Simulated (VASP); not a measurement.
Mn3AlN: single point with PBE

Mn3AlN:

```
CELL_PARAMETERS angstrom
2.61290 -5.16826 0.00000
2.61290 5.16826 0.00000
0.00000 0.00000 3.51448
ATOMIC_POSITIONS crystal
Mn 0.73924 0.26076 0.00000
Mn 0.26076 0.73924 0.00000
Mn 0.50000 0.50000 0.00000
Al 0.00000 0.00000 0.00000
N 0.00000 0.00000 0.50000
```

The cell was generated, and may not be a known phase.

```yaml
Program: VASP 6.6.1
Task: single point
Functional: PBE
Potentials_or_basis: VASP PAW PBE potentials, release 64 (Mn_pv, Al, N)
Cutoff: 520 eV
k_mesh: 8 × 8 × 10
Occupations: gaussian, width 0.1 eV
Spin: collinear spin, ferrimagnetic start
Starting_moments: "[4.05, 4.05, -3.92, 0.0, 0.0] μB"
Dipole_correction: no
Further_INCAR_settings: ALGO = Normal; EDIFF = 1e-06; NBANDS = 36
```

```json
{
 "Pressure": "0.0 GPa",
 "Largest force": "0.012 eV/Å",
 "Net moment": "4.34 μB per cell",
 "Site moments": "Mn +3.78, -3.66 (each value once); Al +0.00; N +0.08 μB",
 "Valence electrons inside the program's atomic spheres": "Mn 11.45, 11.47 (each value once); Al 0.86; N 3.67"
}
```

Forces on the atoms (eV/Å):
```
Mn   0.000 -0.012  0.000
Mn   0.000  0.012  0.000
Mn   0.000  0.000  0.000
Al   0.000  0.000  0.000
N    0.000  0.000  0.000
```

Stress tensor (GPa, compression positive):
```
-0.06  0.00  0.00
 0.00  0.08  0.00
 0.00  0.00  0.01
```

Levels at points of the mesh, in eV from the Fermi level:
Spin up:
```tsv
k point	band 24	band 25	band 26	band 27	band 28	band 29
(0.00, 0.00, 0.00)	-1.64	-0.78	-0.62	0.26	1.17	1.27
(0.50, 0.00, 0.00)	-2.30	-1.41	0.24	0.36	0.94	1.13
(0.50, 0.50, 0.00)	-1.64	-0.82	0.09	0.48	0.95	1.05
(0.00, 0.00, 0.50)	-1.19	-0.70	0.10	0.22	0.44	0.63
(0.50, 0.00, 0.50)	-1.46	-0.48	-0.28	0.21	0.23	0.93
(0.50, 0.50, 0.50)	-1.30	-0.22	0.26	0.31	0.49	1.03
```
Spin down:
| k point | band 19 | band 20 | band 21 | band 22 | band 23 | band 24 |
| --- | --- | --- | --- | --- | --- | --- |
| (0.00, 0.00, 0.00) | -2.52 | -1.34 | 0.03 | 0.11 | 0.15 | 0.57 |
| (0.50, 0.00, 0.00) | -2.15 | -1.09 | -0.36 | 0.24 | 0.40 | 0.53 |
| (0.50, 0.50, 0.00) | -2.53 | -1.34 | 0.06 | 0.23 | 0.25 | 0.33 |
| (0.00, 0.00, 0.50) | -1.08 | -0.96 | -0.47 | -0.35 | -0.26 | -0.19 |
| (0.50, 0.00, 0.50) | -1.39 | -0.52 | 0.14 | 0.19 | 0.21 | 0.41 |
| (0.50, 0.50, 0.50) | -1.15 | -0.52 | -0.38 | -0.22 | -0.12 | 0.24 |

It took 6.7 min on 4 MPI ranks on Intel(R) Xeon(R) Platinum 8259CL CPU @ 2.50GHz (Skylake/Cascade Lake), on a shared host, peak memory 0.73 GiB a rank.

With open d or f shells a metallic result of PBE can be an artefact of self-interaction; +U or a hybrid may open a gap.
